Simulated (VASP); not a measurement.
Write the native input for VASP 6.6.1 that does the following.

- Task: single point
- Functional: PBE
- Potentials or basis: VASP PAW PBE potentials, release 64 (Ga_d, P)
- Cutoff: 520 eV
- k mesh: 6 × 6 × 6
- Occupations: fermi-dirac, width 0.01 eV
- Spin: no spin polarisation
- Dipole correction: no
- Further INCAR settings: ALGO = Normal; EDIFF = 1e-06; NBANDS = 16

The structure of GaP lies in POSCAR:

```
GaP
1.0
    0.0000000000      2.7069591804      2.7069591804
    2.7069591804      0.0000000000      2.7069591804
    2.7069591804      2.7069591804      0.0000000000
Ga P
1 1
Direct
    0.0000000000      0.0000000000      0.0000000000
    0.2500000000      0.2500000000      0.2500000000
```

One way to write it, as run:

INCAR

```
SYSTEM = GaP
  PREC = Accurate
  ENCUT = 520
  EDIFF = 1E-6
  ISMEAR = -1
  SIGMA = 0.01
  LREAL = .FALSE.
  LASPH = .TRUE.
  NELM = 100
  ALGO = Normal
  ISIF = 2
  LWAVE = .FALSE.
  LCHARG = .FALSE.
  GGA = PE
  NBANDS = 16
```

KPOINTS

```
Automatic mesh
0
G
  6 6 6
  0 0 0
```

Potentials or basis: VASP PAW PBE potentials, release 64 (Ga_d, P).

Command:

```bash
$ cat potpaw_PBE.64/Ga_d/POTCAR potpaw_PBE.64/P/POTCAR > POTCAR
$ mpirun -np 1 vasp_std > vasp.out
```

It gave:

```json
{"Pressure": "4.3 GPa", "Band gap on the k mesh": "1.61 eV, indirect (least direct gap 1.99 eV)"}
```

It took 6.2 s on 1 thread of Intel(R) Xeon(R) 6975P-C (Granite Rapids), with other jobs on the host, peak memory 0.15 GiB.
